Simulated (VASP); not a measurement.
Ho4Ti, 5 atoms in the cell. It takes space group P4/mmm (No. 123, tetragonal). Conventional cell: a = 4.900 Å, b = 4.900 Å, c = 6.801 Å, α = 90.00°, β = 90.00°, γ = 90.00°. Ho (site symmetry 2mm) has 2 Ti at 2.98 Å and 6 Ho at 3.40 to 3.46 Å within 3.9 Å. Ti (site symmetry 4/mmm) has 8 Ho at 2.98 Å within 3.9 Å. The cell was built from a structure type or drawn by symmetry, and may not be a known phase.

- Program: VASP 6.6.1
- Task: single point
- Functional: PBE
- Potentials or basis: VASP PAW PBE potentials, release 64 (Ho_3, Ti_sv), 4f in core
- Cutoff: 500 eV
- k mesh: 4 × 4 × 3
- Occupations: gaussian, width 0.2 eV
- Spin: no spin polarisation
- Dipole correction: no
- Mended: yes
- Further INCAR settings: ALGO = Normal; EDIFF = 1e-06; NBANDS = 32

Potentials or basis: VASP PAW PBE potentials, release 64 (Ho_3, Ti_sv), 4f in core.

The run is started by

```console
$ cat potpaw_PBE.64/Ho_3/POTCAR potpaw_PBE.64/Ti_sv/POTCAR > POTCAR
$ mpirun -np 1 vasp_std > vasp.out
```

Hardware: 1 thread of Intel(R) Xeon(R) 6975P-C (Granite Rapids) (shared host).

Problem. How long does it take, and how much memory?

Solution. It took 34 s on 1 thread of Intel(R) Xeon(R) 6975P-C (Granite Rapids), on a shared host, peak memory 0.26 GiB. Counts: scf iterations 18, k points 12.
